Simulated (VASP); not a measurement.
# Hg (C2/m) in VASP: a series of runs

Aim: see how the results for Hg move with the level of theory and the settings. Levels: LDA, PBE. Tasks: single point.

All numbers are computed with VASP 6.6.1; they aren't measurements. Logs are shortened: lines on timing, memory, paths and dates and some standing lists are left out, and cuts for length are marked.

## 1. The cell of the first run

The structure is monoclinic, space group C2/m (No. 12). The conventional cell has a = 4.468 Å, b = 4.092 Å, c = 3.060 Å, α = 90.00°, β = 96.54°, γ = 90.00°. Within 4.2 Å of Hg (site symmetry 2/m) lie 12 Hg at 3.03 to 4.12 Å.

## 2. Single point, LDA

INCAR reads:

```
ALGO     = Normal         # electronic algorithm
EDIFF    = 1E-7           # SCF threshold, eV
ENCUT    = 520            # plane-wave cutoff, eV
ISIF     = 2              # what is computed and relaxed
ISMEAR   = -1             # smearing method
LASPH    = T              # aspherical terms in the spheres
LCHARG   = F              # write CHGCAR
LREAL    = F              # projectors in reciprocal space
LWAVE    = F              # write WAVECAR
NBANDS   = 12             # bands
NELM     = 100            # most SCF steps
PREC     = Accurate       # precision mode
SIGMA    = 0.05           # smearing width, eV
```

KPOINTS reads:

```
k-points
0
Gamma
  11 11 11
```

POSCAR reads:

```
Hg
1.0
    2.2339762741     -2.0458582601      0.0000000000
    2.2339762741      2.0458582601      0.0000000000
   -0.3487351701      0.0000000000      3.0398006871
Hg
1
Direct
    0.5000000000      0.5000000000      0.5000000000
```

Potentials or basis: VASP PAW LDA potentials, release 64 (Hg).

Run with:

```sh
$ cat potpaw_LDA.64/Hg/POTCAR > POTCAR
$ mpirun -np 1 vasp_std > vasp.out
```

OUTCAR:

```text
EDIFF = 1E-7
   ENCUT = 520
   ISIF = 2
   ISMEAR = -1
   LASPH = T
   LREAL = F
   NELM = 100
   PREC = Accurate

 ion  position               nearest neighbor table
   1  0.500  0.500  0.500-

  LATTYP: Found a base centered monoclinic cell.
 ALAT       =     4.4679525482
 B/A-ratio  =     0.9157922955
 C/A-ratio  =     0.6848191074
 COS(beta)  =    -0.1139754530

  Lattice vectors:

 A1 = (   2.2339762741,  -2.0458582601,   0.0000000000)
 A2 = (   2.2339762741,   2.0458582601,   0.0000000000)
 A3 = (  -0.3487351701,   0.0000000000,   3.0398006871)

Analysis of symmetry for initial positions (statically):
=====================================================================
 Subroutine PRICEL returns:
 Original cell was already a primitive cell.

 Routine SETGRP: Setting up the symmetry group for a
 base centered monoclinic supercell.

 Subroutine GETGRP returns: Found  4 space group operations
 (whereof  4 operations were pure point group operations)
 out of a pool of  4 trial point group operations.

The static configuration has the point symmetry C_2h.

Analysis of symmetry for dynamics (positions and initial velocities):
=====================================================================
 Subroutine PRICEL returns:
 Original cell was already a primitive cell.

 Routine SETGRP: Setting up the symmetry group for a
 base centered monoclinic supercell.

 Subroutine GETGRP returns: Found  4 space group operations
 (whereof  4 operations were pure point group operations)
 out of a pool of  4 trial point group operations.

The dynamic configuration has the point symmetry C_2h.

 Subroutine INISYM returns: Found  4 space group operations
 (whereof  4 operations are pure point group operations),
 and found     1 'primitive' translations

----------------------------------------------------------------------------------------

                                     Primitive cell

  volume of cell :      27.7862

  direct lattice vectors                    reciprocal lattice vectors
     2.233976274 -2.045858260  0.000000000     0.223816164 -0.244396208  0.025676870
     2.233976274  2.045858260  0.000000000     0.223816164  0.244396208  0.025676870
    -0.348735170  0.000000000  3.039800687     0.000000000  0.000000000  0.328968937

  length of vectors
     3.029222015  3.029222015  3.059739276     0.332389054  0.332389054  0.328968937

  position of ions in fractional coordinates (direct lattice)
     0.500000000  0.500000000  0.500000000

  ion indices of the primitive-cell ions
   primitive index   ion index
                 1           1

----------------------------------------------------------------------------------------

 KPOINTS: k-points

Automatic generation of k-mesh.
 Grid dimensions read from file:
 generate k-points for:   11   11   11

 Generating k-lattice:

  Cartesian coordinates                     Fractional coordinates (reciprocal lattice)
     0.020346924 -0.022217837  0.002334261     0.090909091  0.000000000  0.000000000
     0.020346924  0.022217837  0.002334261     0.000000000  0.090909091  0.000000000
     0.000000000  0.000000000  0.029906267     0.000000000  0.000000000  0.090909091

  Length of vectors
     0.030217187  0.030217187  0.029906267

  Shift w.r.t. Gamma in fractional coordinates (k-lattice)
     0.000000000  0.000000000  0.000000000

 Subroutine IBZKPT returns following result:
 ===========================================

 Found    366 irreducible k-points:

 Following reciprocal coordinates:
            Coordinates               Weight
  0.000000  0.000000  0.000000      1.000000
  0.090909  0.000000  0.000000      4.000000
  0.181818  0.000000  0.000000      4.000000
  0.272727  0.000000  0.000000      4.000000
  0.363636 -0.000000  0.000000      4.000000
  0.454545  0.000000  0.000000      4.000000
[... 16 lines left out ...]
 -0.272727  0.181818 -0.000000      4.000000
 -0.181818  0.181818  0.000000      2.000000
 [... further k-points ...]
   k-points           NKPTS =    366   k-points in BZ     NKDIM =    366   number of bands    NBANDS=     12
   number of dos      NEDOS =    301   number of ions     NIONS =      1
   total plane-waves  NPLWV =  13824
   dimension x,y,z NGX =    24 NGY =   24 NGZ =   24
   dimension x,y,z NGXF=    48 NGYF=   48 NGZF=   48
   ions per type =               1
   NGX,Y,Z   is equivalent  to a cutoff of  13.17, 13.17, 13.04 a.u.
   NGXF,Y,Z  is equivalent  to a cutoff of  26.34, 26.34, 26.08 a.u.
 SYSTEM =  unknown system
   PREC   = accura    normal or accurate (medium, high low for compatibility)
   ISTART =      0    job   : 0-new  1-cont  2-samecut
   ICHARG =      2    charge: 1-file 2-atom 10-const
   ISPIN  =      1    spin polarized calculation?
   LNONCOLLINEAR =      F non collinear calculations
   LSORBIT =      F    spin-orbit coupling
   LASPH  =      T    aspherical Exc in radial PAW
   ENCUT  =  520.0 eV  38.22 Ry    6.18 a.u.   5.63  5.63  5.69*2*pi/ulx,y,z
   NELM   =    100;   NELMIN=  2; NELMDL= -5     # of ELM steps
   EDIFF  = 0.1E-06   stopping-criterion for ELM
   LREAL  =      F    real-space projection
   EDIFFG = 0.1E-05   stopping-criterion for IOM
   NSW    =      0    number of steps for IOM
   IBRION =     -1    ionic relax: 0-MD 1-quasi-New 2-CG
   NFREE  =      0    steps in history (QN), initial steepest desc. (CG)
   ISIF   =      2    stress and relaxation
   ISYM   =      2    0-nonsym 1-usesym 2-fastsym
   POTIM  = 0.5000    time-step for ionic-motion
   TEBEG  =    0.0;   TEEND  =   0.0 temperature during run
   PSTRESS=    0.0 pullay stress
   NELECT =      12.0000    total number of electrons
   NUPDOWN=      -1.0000    fix difference up-down
   EMIN   =  10.00;   EMAX   =-10.00  energy-range for DOS
   EFERMI =   0.00;   METHOD = LEGACY
   ISMEAR =    -1;   SIGMA  =   0.05  broadening in eV -4-tet -1-fermi 0-gaus
   EFERMI_NEDOS =   21; number of points for ismear=-14 and -15
   IALGO  =     38    algorithm
   IMIX   =      4    mixing-type and parameters
     AMIX     =   0.40;   BMIX     =  1.00
     AMIX_MAG =   1.60;   BMIX_MAG =  1.00
  volume/ion in A,a.u.               =      27.79       187.51
  Fermi-wavevector in a.u.,A,eV,Ry     =   1.237444  2.338430 20.834157  1.531267
  Thomas-Fermi vector in A             =   2.372011
   LORBIT       =      0    0 simple, 1 ext, 2 COOP (PROOUT), +10 PAW based schemes
   GGA     = CA    functional components
   LHFCALC =     F    Hartree Fock is set to
   AEXX    =    0.0000 exact exchange contribution
   IVDW    =     0    specifies the selected vdW correction
   LEPSILON=     F    determine dielectric tensor
   LRPA    =     F    only Hartree local field effects (RPA)
 non-spin polarized calculation
  energy-cutoff  :      520.00
  volume of cell :       27.79
 maximum number of plane-waves:       769
   NGX = 11   NGY = 11   NGZ = 11

 number of electron      12.0000004 magnetization

 Free energy of the ion-electron system (eV)
  ---------------------------------------------------
  ext. energy  EPLUGINS =         0.00000000
  ---------------------------------------------------
  free energy    TOTEN  =        -0.90534965 eV

  energy without entropy =       -0.90247311  energy(sigma->0) =       -0.90391138

 E-fermi :   1.3319     XC(G=0): -10.2520

 val. band max:        1.3231694765   @ k =  -0.0909   0.4545   0.4545
 cond. band min:       1.3406540350   @ k =  -0.4545   0.4545   0.0000
 fundamental gap:      0.0174845585
 Fermi energy:         1.3318590091

 k-point     1 :       0.0000    0.0000    0.0000
  band No.  band energies     occupation
      1      -6.7554      2.00000
      2      -6.3895      2.00000
      3      -6.3474      2.00000
      4      -4.4625      2.00000
      5      -4.4498      2.00000
      6      -4.4141      2.00000
      7      11.1169      0.00000
      8      11.4399      0.00000
      9      11.5327      0.00000
     10      14.7924      0.00000
     11      16.4894      0.00000
     12      16.6967      0.00000

 k-point     2 :       0.0909    0.0000    0.0000
  band No.  band energies     occupation
      1      -6.6143      2.00000
      2      -6.3452      2.00000
      3      -6.2781      2.00000
      4      -4.5074      2.00000
      5      -4.4799      2.00000
      6      -4.4359      2.00000
      7       9.9240      0.00000
      8      11.3261      0.00000
      9      11.6878      0.00000
     10      15.3004      0.00000
     11      16.5102      0.00000
     12      17.9239      0.00000

 k-point     3 :       0.1818    0.0000    0.0000
  band No.  band energies     occupation
      1      -6.4162      2.00000
      2      -6.3019      2.00000
      3      -5.7776      2.00000
      4      -4.6422      2.00000
      5      -4.5994      2.00000
      6      -4.4319      2.00000
      7       7.4093      0.00000
      8      11.8839      0.00000
      9      12.2334      0.00000
     10      15.6474      0.00000
     11      16.4155      0.00000
     12      20.8211      0.00000
[... 286 lines left out ...]
 k-point    23 :      -0.2727    0.1818   -0.0000
  band No.  band energies     occupation
      1      -6.1624      2.00000
      2      -5.7301      2.00000
      3      -5.1792      2.00000
      4      -4.7828      2.00000
      5      -4.6043      2.00000
      6      -4.0820      2.00000
      7       5.1911      0.00000
      8       8.2667      0.00000
      9      13.8026      0.00000
     10      16.2193      0.00000
     11      18.3723      0.00000
     12      20.0505      0.00000

 k-point    24 :      -0.1818    0.1818    0.0000
  band No.  band energies     occupation
      1      -6.2288      2.00000
      2      -5.8817      2.00000
      3      -5.4759      2.00000
      4      -4.6443      2.00000
      5      -4.6396      2.00000
      6      -4.5538      2.00000
      7       7.4680      0.00000
      8       7.9025      0.00000
      9      12.8821      0.00000
     10      16.0328      0.00000
     11      19.9896      0.00000
     12      20.8046      0.00000

 [... further k-points ...]

------------------------ aborting loop because EDIFF is reached ----------------------------------------

  FORCE on cell =-STRESS in cart. coord.  units (eV):
  Direction    XX          YY          ZZ          XY          YZ          ZX
  --------------------------------------------------------------------------------------
  -------------------------------------------------------------------------------------
  Total       -0.7549735     -0.7062190     -0.7402583      0.0000000      0.0000000      0.0402628
  in kB      -43.5324486    -40.7212222    -42.6839588      0.0000000      0.0000000      2.3215865
  external PRESSURE =     -42.3125432 kB  Pullay stress =       0.0000000 kB

 VOLUME and BASIS-vectors are now :
 -----------------------------------------------------------------------------
  energy-cutoff  :      520.00
  volume of cell :       27.79
      direct lattice vectors                 reciprocal lattice vectors
     2.233976274 -2.045858260  0.000000000     0.223816164 -0.244396208  0.025676870
     2.233976274  2.045858260  0.000000000     0.223816164  0.244396208  0.025676870
    -0.348735170  0.000000000  3.039800687     0.000000000  0.000000000  0.328968937

 POSITION                                       TOTAL-FORCE (eV/Angst)
 -----------------------------------------------------------------------------------
      2.05961      0.00000      1.51990        -0.000000      0.000000      0.000000
 -----------------------------------------------------------------------------------
    total drift:                               -0.000000     -0.000000     -0.000000

  FREE ENERGIE OF THE ION-ELECTRON SYSTEM (eV)
  ---------------------------------------------------
  free  energy   TOTEN  =        -0.9053496526 eV

  energy  without entropy=       -0.9024731061  energy(sigma->0) =       -0.90391138
```

It took 33 s on 1 thread of Intel Xeon Platinum 8488C (Sapphire Rapids), shared host; peak memory 0.22 GiB.

Results:

| Quantity | Value |
| --- | --- |
| Free energy | -0.9053 eV |
| Pressure | -4.2 GPa |
| Band gap on the k mesh | zero (bands 6 and 7 overlap by 3.80 eV) |

Stress tensor (GPa, compression positive):
```
-4.35  0.00  0.23
 0.00 -4.07  0.00
 0.23  0.00 -4.27
```

Caveat: the cell stands under tension; spin-orbit coupling is left out, which moves the levels of the heavy elements.

## 3. Single point, PBE

INCAR reads:

```
PREC = Accurate ; ENCUT = 520
EDIFF = 1E-6 ; ISMEAR = -1
SIGMA = 0.05 ; LREAL = F
LASPH = T ; NELM = 80
ALGO = Normal ; ISIF = 2
LWAVE = F ; LCHARG = F
GGA = PE ; NBANDS = 12
```

KPOINTS reads:

```
Automatic mesh
0
Gamma
  11 11 11
```

POSCAR is that of step 2.

Potentials or basis: VASP PAW PBE potentials, release 64 (Hg).

Run with:

```sh
$ cat potpaw_PBE.64/Hg/POTCAR > POTCAR
$ mpirun -np 1 vasp_std > vasp.out
```

It took 33 s on 1 thread of Intel Xeon Platinum 8488C (Sapphire Rapids), shared host; peak memory 0.23 GiB.

It converged, with:

```
Free energy            : -0.1554 eV
Pressure               : 1.5 GPa
Band gap on the k mesh : zero (bands 6 and 7 overlap by 3.79 eV)
```

Stress tensor (GPa, compression positive):
```
 1.77  0.00 -0.09
 0.00  1.49  0.00
-0.09  0.00  1.34
```

Levels at points of the mesh, in eV from the Fermi level:
| k point | band 3 | band 4 | band 5 | band 6 | band 7 | band 8 | band 9 | band 10 |
| --- | --- | --- | --- | --- | --- | --- | --- | --- |
| (0.00, 0.00, 0.00) | -7.73 | -5.88 | -5.87 | -5.83 | 9.82 | 10.14 | 10.23 | 13.45 |

Caveat: spin-orbit coupling is left out, which moves the levels of the heavy elements.

## 4. Single point, PBE

INCAR reads:

```
SYSTEM = Hg
  PREC = Accurate
  ENCUT = 520
  EDIFF = 1E-6
  ISMEAR = -1
  SIGMA = 0.05
  LREAL = .False.
  LASPH = .True.
  NELM = 60
  ALGO = Normal
  ISIF = 2
  LWAVE = .False.
  LCHARG = .False.
  GGA = PE
  NBANDS = 12
```

KPOINTS reads:

```
Automatic mesh
0
Gamma
  11 11 11
  0 0 0
```

POSCAR is that of step 3.

Run with:

```sh
$ cat potpaw_PBE.64/Hg/POTCAR > POTCAR
$ mpirun -np 1 vasp_std > vasp.out
```

Wall time 35 s (1 thread of Intel Xeon Platinum 8488C (Sapphire Rapids), shared host); peak memory 0.23 GiB.

The run converged. Its results:

| Quantity | Value |
| --- | --- |
| Free energy | -0.1554 eV |
| Pressure | 1.5 GPa |
| Band gap on the k mesh | zero (bands 6 and 7 overlap by 3.79 eV) |

Stress tensor (GPa, compression positive):
```
 1.77  0.00 -0.09
 0.00  1.49  0.00
-0.09  0.00  1.34
```

Levels at points of the mesh, in eV from the Fermi level:
| k point | band 3 | band 4 | band 5 | band 6 | band 7 | band 8 | band 9 | band 10 |
| --- | --- | --- | --- | --- | --- | --- | --- | --- |
| (0.00, 0.00, 0.00) | -7.73 | -5.88 | -5.87 | -5.83 | 9.82 | 10.14 | 10.23 | 13.45 |

Caveat: spin-orbit coupling is left out, which moves the levels of the heavy elements.

## 5. Single point, LDA (28.90 Å³/atom)

This run uses another cell than the first one, of 28.90 Å³/atom.

INCAR reads:

```
SYSTEM = Hg
PREC = Accurate ; ENCUT = 520
EDIFF = 1E-6 ; ISMEAR = -1
SIGMA = 0.05 ; LREAL = .FALSE.
LASPH = .TRUE. ; NELM = 100
ALGO = Normal ; ISIF = 2
LWAVE = .FALSE. ; LCHARG = .TRUE.
LELF = .TRUE. ; LVHAR = .TRUE.
NBANDS = 12
```

KPOINTS reads:

```
Automatic mesh
0
G
  11 11 11
  0 0 0
```

POSCAR reads:

```
Hg
1.0
    2.2633740700     -2.0727805351      0.0000000000
    2.2633740700      2.0727805351      0.0000000000
   -0.3533243170      0.0000000000      3.0798026519
Hg
1
Direct
    0.5000000000      0.5000000000      0.5000000000
```

Potentials or basis: VASP PAW LDA potentials, release 64 (Hg).

Run with:

```sh
$ cat potpaw_LDA.64/Hg/POTCAR > POTCAR
$ mpirun -np 1 vasp_std > vasp.out
```

Run time: 35 s. Hardware: 1 thread of Intel Xeon Platinum 8488C (Sapphire Rapids), shared host; peak memory 0.22 GiB.

The run converged. Its results:

- Free energy: -0.8748 eV
- Pressure: -4.7 GPa
- Band gap on the k mesh: zero (bands 6 and 7 overlap by 3.54 eV)

Stress tensor (GPa, compression positive):
```
-4.85  0.00  0.22
 0.00 -4.53  0.00
 0.22  0.00 -4.78
```

Levels at points of the mesh, in eV from the Fermi level:
| k point | band 4 | band 5 | band 6 | band 7 | band 8 | band 9 |
| --- | --- | --- | --- | --- | --- | --- |
| (0.00, 0.00, 0.00) | -5.76 | -5.75 | -5.71 | 9.58 | 9.89 | 10.01 |

Caveat: the cell stands under tension; spin-orbit coupling is left out, which moves the levels of the heavy elements.

## 6. Overview

```csv
level,potentials or basis,cell,gap on the mesh (eV),pressure (GPa)
LDA,"VASP PAW LDA potentials, release 64 (Hg)","a = 3.029, b = 3.029, c = 3.060 Å, angles 94.8, 94.8, 85.0°, 1 atom",none,-4.2
PBE,"VASP PAW PBE potentials, release 64 (Hg)","a = 3.029, b = 3.029, c = 3.060 Å, angles 94.8, 94.8, 85.0°, 1 atom",none,1.5
LDA,"VASP PAW LDA potentials, release 64 (Hg)","a = 3.069, b = 3.069, c = 3.100 Å, angles 94.8, 94.8, 85.0°, 1 atom",none,-4.7
```

Alike in all rows: task single point; no spin polarisation; k mesh 11 × 11 × 11; cutoff (eV) 520; smearing fermi-dirac 0.05 eV.

Caveats: spin-orbit coupling is left out, which moves the levels of the heavy elements; the cell stands under tension (at least some runs).

Total energies depend on the potentials used, so only differences within one code and one set of settings carry meaning.

The gap in the log of VASP goes by the Fermi energy; the results here count the filled bands.